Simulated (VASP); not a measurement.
Runs of VASP 6.6.1 on GaN (CsCl type). The structure is that of space group Pm-3m (No. 221), or close to it. The cells are those of the table. 

```tsv
task	cell	cutoff (eV)	gap on the mesh (eV)	pressure (GPa)
relaxation of cell and atoms	relaxed to 18 GPa from a = 2.570 Å, 2 atoms	600	none	18.0
single point	a = 2.655 Å, 2 atoms	520	none	18.8
relaxation of cell and atoms	relaxed to 18 GPa from a = 2.655 Å, 2 atoms	600	none	18.0
single point	a = 2.656 Å, 2 atoms	520	none	(a)
```

Alike in all rows: level PBE; potentials or basis VASP PAW PBE potentials, release 64 (Ga_d, N); no spin polarisation; k mesh 14 × 14 × 14; smearing fermi-dirac 0.08 eV.

**Question.** Fill in the values left out.

**Answer.** (a) 18.7.

Caveats: the cell is relaxed towards a set pressure, so the enthalpy falls and the energy may rise (some runs).

A k mesh can miss the band edges, and the runs leave out spin-orbit coupling on Ga.

A gap of «none» marks levels without a gap at the run's occupations.
